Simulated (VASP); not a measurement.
# CaScB2: single point with PBE

CaScB2:

```xyz
4
Lattice="4.4107 0.0000 0.0000 0.0000 4.4107 0.0000 0.0000 0.0000 3.0594" Properties=species:S:1:pos:R:3 pbc="T T T"
Ca    2.2053    2.2053    1.5297
Sc    0.0000    0.0000    1.5297
B     0.0000    2.2053    0.0000
B     2.2053    0.0000    0.0000
```

| Property | Result |
| --- | --- |
| Program | VASP 6.6.1 |
| Task | single point |
| Functional | PBE |
| Potentials or basis | VASP PAW PBE potentials, release 64 (Ca_sv, Sc_sv, B) |
| Cutoff | 520 eV |
| k mesh | 10 × 10 × 14 |
| Occupations | gaussian, width 0.1 eV |
| Spin | no spin polarisation |
| Dipole correction | no |
| Further INCAR settings | ALGO = Normal; EDIFF = 1e-07; NBANDS = 22 |

```yaml
Pressure: 0.3 GPa
```

Levels at points of the mesh, in eV from the Fermi level:
| k point | band 11 | band 12 | band 13 | band 14 | band 15 | band 16 | band 17 | band 18 |
| --- | --- | --- | --- | --- | --- | --- | --- | --- |
| (0.00, 0.00, 0.00) | -1.38 | -1.38 | 0.06 | 0.50 | 1.82 | 2.70 | 2.70 | 2.91 |
| (0.50, 0.00, 0.00) | -1.63 | -0.84 | -0.79 | -0.60 | 1.13 | 1.59 | 2.52 | 3.03 |
| (0.50, 0.50, 0.00) | -4.32 | -3.63 | 0.43 | 0.88 | 1.16 | 1.16 | 1.53 | 1.94 |
| (0.00, 0.00, 0.50) | -2.75 | -2.75 | -2.73 | -2.62 | 1.04 | 1.04 | 1.39 | 4.67 |
| (0.50, 0.00, 0.50) | -2.51 | -2.43 | -1.62 | -0.90 | 1.42 | 1.82 | 2.05 | 2.36 |
| (0.50, 0.50, 0.50) | -1.68 | -1.36 | -1.36 | -0.83 | 0.97 | 1.14 | 2.37 | 3.04 |

It took 2.1 min on 1 thread of Intel(R) Xeon(R) 6975P-C (Granite Rapids) (shared host), peak memory 0.36 GiB.
